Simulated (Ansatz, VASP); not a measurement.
**Two plane-wave programs on B2Pt2Cl**

```
B Pt Cl
1.0
    -1.63965    1.63965    6.71718
     1.63965   -1.63965    6.71718
     1.63965    1.63965   -6.71718
B Pt Cl
2 2 1
Direct
  0.75000 0.25000 0.50000
  0.25000 0.75000 0.50000
  0.34828 0.34828 0.00000
  0.65172 0.65172 0.00000
  0.00000 0.00000 0.00000
```

Change from the starting cell: species swapped into the YbSi2Pd2 type (I4/mmm, No. 139).

Alike in both runs: functional PBE; k mesh 6 × 6 × 6; occupations gaussian, width 0.1 eV; no spin polarisation.

Ansatz relaxed the structure, and its values are those at the end. VASP's run is a single point on that final structure, the one shown.

|  | VASP | Ansatz |
| --- | --- | --- |
| version | VASP 6.6.1 | Ansatz 0.2.0 |
| potentials or method | VASP PAW PBE potentials, release 64 (B, Pt, Cl), cutoff 520 eV | scalar-relativistic, plane waves, PAW |
| valence electrons in the cell | 33 | 49 |

Ansatz gave:

- gap on the k mesh at the Fermi level (eV): none
- pressure (GPa): 0.0
- rms of the force components (eV/Å): 0.000

Problem. Estimate VASP's values.

Solution. gap on the k mesh at the Fermi level (eV): none; pressure (GPa): 0.1; rms of the force components (eV/Å): 0.014.

A gap of «none» marks a metal or a gap that the smearing closes. VASP's potentials hold 33 valence electrons a cell and Ansatz's 49, so a difference there can come from the potentials and not from the codes.

The k mesh is coarse, so the values compare programs but aren't converged. Spin-orbit coupling is off throughout.
